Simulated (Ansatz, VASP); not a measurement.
**Rh in VASP and in Ansatz**

```
Rh
1.0
     4.48953    0.00000    0.00000
    -2.24477    3.88805    0.00000
     0.00000    0.00000    2.75228
Rh
3
Cartesian
  0.0000 0.0000 0.0000
  0.0000 2.5920 1.3761
  2.2448 1.2960 1.3761
```

Alike in both runs: task relaxation of cell and atoms; functional r2SCAN; k mesh 6 × 6 × 6; occupations gaussian, width 0.1 eV; no spin polarisation.

|  | VASP | Ansatz |
| --- | --- | --- |
| version | VASP 6.6.1 | Ansatz 0.2.0 |
| potentials or method | VASP PAW PBE potentials, release 64 (Rh_pv), cutoff 600 eV | scalar-relativistic, plane waves, PAW |
| valence electrons in the cell | 45 | 51 |

Ansatz gave:

- gap on the k mesh at the Fermi level, each at its own relaxed structure (eV): none
- relaxed volume (Å³/atom): 14.12
- relaxed cell length with the largest relative difference (Å): 2.660

Task: What did VASP give for the same quantities?

Result: gap on the k mesh at the Fermi level, each at its own relaxed structure (eV): none; relaxed volume (Å³/atom): 14.17; relaxed cell length with the largest relative difference (Å): 2.666.

VASP's potentials were made for PBE, not for r2SCAN. A gap of «none» marks a metal or a gap that the smearing closes. VASP's potentials hold 45 valence electrons a cell and Ansatz's 51, so a difference there can come from the potentials and not from the codes.

The k mesh is coarse, so the values compare programs but aren't converged.
